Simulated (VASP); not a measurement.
A run of VASP 6.6.1 is set up as follows.

File INCAR:

```
SYSTEM = SnO2
PREC = Accurate
ENCUT = 520
EDIFF = 1E-6
ISMEAR = 0
SIGMA = 0.01
LREAL = .FALSE.
LASPH = .TRUE.
NELM = 80
ALGO = Normal
ISIF = 2
LWAVE = .FALSE.
LCHARG = .FALSE.
GGA = PE
IVDW = 13
NBANDS = 35
```

The input KPOINTS:

```
Automatic mesh
0
G
  4 4 6
  0 0 0
```

POSCAR

```
SnO2
1.0
    4.7380000000      0.0000000000      0.0000000000
    0.0000000000      4.7380000000      0.0000000000
    0.0000000000      0.0000000000      3.1865000000
Sn O
2 4
Direct
    0.0000000000      0.0000000000      0.0000000000
    0.5000000000      0.5000000000      0.5000000000
    0.3071000000      0.3071000000      0.0000000000
    0.1929000000      0.8071000000      0.5000000000
    0.6929000000      0.6929000000      0.0000000000
    0.8071000000      0.1929000000      0.5000000000
```

Potentials or basis: VASP PAW PBE potentials, release 64 (Sn_d, O).

Run with:

```bash
$ cat potpaw_PBE.64/Sn_d/POTCAR potpaw_PBE.64/O/POTCAR > POTCAR
$ mpirun -np 1 vasp_std > vasp.out
```

**Question.** Estimate the pressure.

**Answer.** 8.2 GPa.

**Question.** Estimate the largest force.

**Answer.** 0.298 eV/Å.

**Question.** What does it give for the dispersion energy per atom?

**Answer.** -0.270 eV.

Stress tensor (GPa, compression positive):
```
 7.05  0.00  0.00
 0.00  7.05  0.00
 0.00  0.00 10.39
```
